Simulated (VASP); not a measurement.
A run of VASP 6.6.1:

Contents of INCAR:

```
SYSTEM = RbBr
PREC = Accurate
ENCUT = 600
EDIFF = 1E-6
ISMEAR = -1
SIGMA = 0.05
LREAL = .FALSE.
LASPH = .TRUE.
NELM = 80
ALGO = Normal
ISIF = 3
LWAVE = .FALSE.
LCHARG = .FALSE.
GGA = RE
IBRION = 2
NSW = 80
EDIFFG = -0.02
```

The input KPOINTS:

```
regular mesh
0
G
  7 7 7
  0 0 0
```

The input POSCAR:

```
RbBr
1.0
    4.1260773000      0.0000000000      0.0000000000
    0.0000000000      4.1260773000      0.0000000000
    0.0000000000      0.0000000000      4.1260773000
Rb Br
1 1
Direct
    0.0000000000      0.0000000000      0.0000000000
    0.5000000000      0.5000000000      0.5000000000
```

Potentials or basis: VASP PAW PBE potentials, release 64 (Rb_sv, Br).

Command:

```console
$ cat potpaw_PBE.64/Rb_sv/POTCAR potpaw_PBE.64/Br/POTCAR > POTCAR
$ mpirun -np 1 vasp_std > vasp.out
```

Hardware: 1 thread of Intel Xeon 8259CL, with other jobs on the host.

Estimate the wall time of this run.

Run time: 110 s on 1 thread of Intel Xeon 8259CL (shared host), peak memory 0.22 GiB. Counts: scf iterations 38, k points 20, ion steps 4.
